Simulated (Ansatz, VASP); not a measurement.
# FeO in VASP and in Ansatz

```
CELL_PARAMETERS angstrom
0.00000 2.15540 2.15540
2.15540 0.00000 2.15540
2.15540 2.15540 0.00000
ATOMIC_POSITIONS crystal
Fe 0.00000 0.00000 0.00000
O 0.50000 0.50000 0.50000
```

Alike in both runs: task single point; functional PBE; k mesh 9 × 9 × 9; occupations fermi-dirac, width 0.05 eV; collinear spin; fixed moment 3 μB.

|  | VASP | Ansatz |
| --- | --- | --- |
| version | VASP 6.6.1 | Ansatz 0.2.0 |
| potentials or method | VASP PAW PBE potentials, release 64 (Fe, O) | Ansatz PAW |
| plane-wave cutoff (eV) | 520 | 420 |
| valence electrons in the cell | 14 | 22 |

```tsv
	VASP	Ansatz	Ansatz less VASP
pressure (GPa)	-10.7	-11.0	-0.22
net moment per atom (μB)	1.50	1.50	0.000
size of the moment on the site where the two differ most (μB)	2.88	2.73	-0.148
```

Site moments also hang on the region over which each program counts them. VASP's potentials hold 14 valence electrons a cell and Ansatz's 22, so a difference there can come from the potentials and not from the codes.
